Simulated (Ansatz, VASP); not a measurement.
## Two plane-wave programs on Te2Mo

```
Te Mo
1.0
     6.40374    0.00000    0.00000
     0.00000    3.50345    0.00000
    -0.08631    0.00000   36.41547
Te Mo
4 2
Direct
  0.42925 0.75000 0.54070
  0.57075 0.25000 0.45930
  0.92085 0.25000 0.55653
  0.07915 0.75000 0.44347
  0.18135 0.25000 0.49747
  0.81865 0.75000 0.50253
```

Alike in both runs: task single point; functional PBE; k mesh 4 × 8 × 1; occupations fermi-dirac, width 0.05 eV; no spin polarisation.

|  | VASP | Ansatz |
| --- | --- | --- |
| version | VASP 6.6.1 | Ansatz 0.2.0 |
| potentials or method | VASP PAW PBE potentials, release 64 (Te, Mo_sv) | Ansatz NC |
| plane-wave cutoff (eV) | 520 | 1120 |
| valence electrons in the cell | 52 | 92 |

|  | VASP | Ansatz | Ansatz less VASP |
| --- | --- | --- | --- |
| gap on the k mesh at the Fermi level (eV) | none | none | - |
| rms of the force components (eV/Å) | 0.039 | 0.043 | +0.0033 |

Atom by atom the forces differ by 0.004 eV/Å (rms over components). A gap of «none» marks a metal or a gap that the smearing closes. VASP's potentials hold 52 valence electrons a cell and Ansatz's 92, so a difference there can come from the potentials and not from the codes.

Spin-orbit coupling is off throughout.
